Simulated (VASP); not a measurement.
Set up this calculation in VASP 6.6.1, as the native input.

```
Task                               : single point
Functional                         : PBE-based screened hybrid with 75 % exact exchange
Potentials or basis                : VASP PAW PBE potentials, release 64 (Rb_sv, Br)
Cutoff                             : 520 eV
k mesh                             : 4 × 4 × 4
Occupations                        : gaussian, width 0.01 eV
Spin                               : no spin polarisation
Dipole correction                  : no
Grid for exact exchange (PRECFOCK) : Normal
Share of exact exchange            : 0.75
Further INCAR settings             : ALGO = Normal; EDIFF = 1e-07; NBANDS = 15
Screening parameter                : 0.1 1/Å
```

Crystal: RbBr.

```
Rb Br
1.0
     4.12425    0.00000    0.00000
     0.00000    4.12425    0.00000
     0.00000    0.00000    4.12425
Rb Br
1 1
Direct
  0.00000 0.00000 0.00000
  0.50000 0.50000 0.50000
```

These files were run (other wordings do the same):

POSCAR

```
RbBr
1.0
    4.1242532581      0.0000000000      0.0000000000
    0.0000000000      4.1242532581      0.0000000000
    0.0000000000      0.0000000000      4.1242532581
Rb Br
1 1
Direct
    0.0000000000      0.0000000000      0.0000000000
    0.5000000000      0.5000000000      0.5000000000
```

INCAR.step1

```
SYSTEM = RbBr
PREC = Accurate
ENCUT = 520
EDIFF = 1E-5
ISMEAR = 0
SIGMA = 0.01
LREAL = .False.
LASPH = .True.
NELM = 80
ALGO = Normal
ISIF = 2
LWAVE = .True.
LCHARG = .False.
GGA = PE
NBANDS = 15
```

INCAR.step2

```
SYSTEM = RbBr
PREC = Accurate
ENCUT = 520
EDIFF = 1E-7
ISMEAR = 0
SIGMA = 0.01
LREAL = .False.
LASPH = .True.
NELM = 80
ALGO = Normal
ISIF = 2
LWAVE = .False.
LCHARG = .False.
GGA = PE
LHFCALC = .True.
AEXX = 0.75
HFSCREEN = 0.1
PRECFOCK = Normal
ISTART = 1
NBANDS = 15
```

KPOINTS

```
regular mesh
0
Gamma
  4 4 4
  0 0 0
```

Potentials or basis: VASP PAW PBE potentials, release 64 (Rb_sv, Br).

Command:

```sh
$ cat potpaw_PBE.64/Rb_sv/POTCAR potpaw_PBE.64/Br/POTCAR > POTCAR
$ cp INCAR.step1 INCAR
$ mpirun -np 1 vasp_std > vasp.out
$ cp INCAR.step2 INCAR
$ mpirun -np 1 vasp_std > vasp.out
```

Results of the run:

| Property | Result |
| --- | --- |
| Pressure | -0.4 GPa |
| Band gap on the k mesh | 8.83 eV (least direct gap 9.02 eV) |

Caveat: the PAW data sets were made with another functional, which shifts forces and pressure a little.

It took 5.7 min on 1 thread of Intel(R) Xeon(R) 6975P-C (Granite Rapids), with other jobs on the host, peak memory 0.29 GiB.
